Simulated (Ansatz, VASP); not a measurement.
**Ga4As3P: VASP beside Ansatz**

```
CELL_PARAMETERS angstrom
3.97033 0.00000 0.00000
0.00000 3.96893 5.60824
0.00000 -3.96893 5.60824
ATOMIC_POSITIONS crystal
P 0.00000 0.99996 0.99996
As 0.50000 0.99975 0.50017
As 0.50000 0.50017 0.99975
As 0.00000 0.50019 0.50019
Ga 0.50000 0.87948 0.87948
Ga 0.00000 0.87781 0.36789
Ga 0.00000 0.36789 0.87781
Ga 0.50000 0.37475 0.37475
```

Alike in both runs: task single point; functional r2SCAN; k mesh 6 × 4 × 4; no spin polarisation.

```csv
,VASP,Ansatz
version,VASP 6.6.1,Ansatz 0.2.0
potentials or method,"VASP PAW PBE potentials, release 64 (P, As, Ga_d)","plane waves, PAW"
plane-wave cutoff (eV),520,500
occupations,"gaussian, width 0.01 eV",fixed
valence electrons in the cell,72,102
```

VASP gave:

| Item | Value |
| --- | --- |
| gap on the k mesh at the Fermi level (eV) | 1.21 |
| pressure (GPa) | 0.1 |
| rms of the force components (eV/Å) | 0.005 |

Task: What did Ansatz give for the same quantities?

Result: gap on the k mesh at the Fermi level (eV): 1.23; pressure (GPa): 0.0; rms of the force components (eV/Å): 0.001.

VASP's potentials were made for PBE, not for r2SCAN. Atom by atom the forces differ by 0.004 eV/Å (rms over components). VASP's potentials hold 72 valence electrons a cell and Ansatz's 102, so a difference there can come from the potentials and not from the codes.
